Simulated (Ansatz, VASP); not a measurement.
BN: VASP beside Ansatz

INCAR

```
PREC = Accurate ; ENCUT = 520
EDIFF = 1E-6 ; ISMEAR = 0
SIGMA = 0.05 ; LREAL = F
LASPH = T ; NELM = 80
ALGO = Normal ; ISIF = 2
LWAVE = F ; LCHARG = T
GGA = PE ; LELF = T
LVHAR = T ; NBANDS = 16
```

File KPOINTS:

```
Automatic mesh
0
Gamma
  12 12 6
```

POSCAR

```
BN
1.0
    2.5545800960      0.0000000000      0.0000000000
   -1.2772900480      2.2123312591      0.0000000000
    0.0000000000      0.0000000000      4.2245145352
B N
2 2
Direct
    0.6666666667      0.3333333333      0.9998058547
    0.3333333333      0.6666666667      0.4998058547
    0.5785895692      0.3333333333      0.7317152606
    0.3333333333      0.6666666667      0.1251941453
```

Input for Ansatz:

```yaml
crystal:
  lattice:
    - [2.554580096, 0.0, 0.0]
    - [-1.277290048, 2.2123312591, 0.0]
    - [0.0, 0.0, 4.2245145352]
  atoms:
    - { symbol: B, position: [0.6666666667, 0.3333333333, 0.9998058547] }
    - { symbol: B, position: [0.3333333333, 0.6666666667, 0.4998058547] }
    - { symbol: "N", position: [0.5785895692, 0.3333333333, 0.7317152606] }
    - { symbol: "N", position: [0.3333333333, 0.6666666667, 0.1251941453] }
basis:
  ecutwfc: 420
kpoints:
  mp_grid: { grid: [12, 12, 6] }
hamiltonian:
  xc: pbe
scf:
  occupations: { method: gaussian, width: 0.05 }
output:
  forces: true
  stress: true
  eigenvalues: true
```

Alike in both runs: task single point; functional PBE; k mesh 12 × 12 × 6; occupations gaussian, width 0.05 eV; no spin polarisation.

```csv
,VASP,Ansatz
version,VASP 6.6.1,Ansatz 0.2.0
potentials or method,"VASP PAW PBE potentials, release 64 (B, N), cutoff 520 eV","scalar-relativistic, plane waves, PAW"
valence electrons in the cell,16,16
```

```csv
,VASP,Ansatz,Ansatz less VASP
gap on the k mesh at the Fermi level (eV),0.86,0.87,+0.013
least direct gap on the mesh (eV),3.91,3.92,+0.003
rms of the force components (eV/Å),11.122,11.026,-0.0961
```

Atom by atom the forces differ by 0.099 eV/Å (rms over components). With one functional, cell and mesh, what is left measures potentials, basis and numerics.
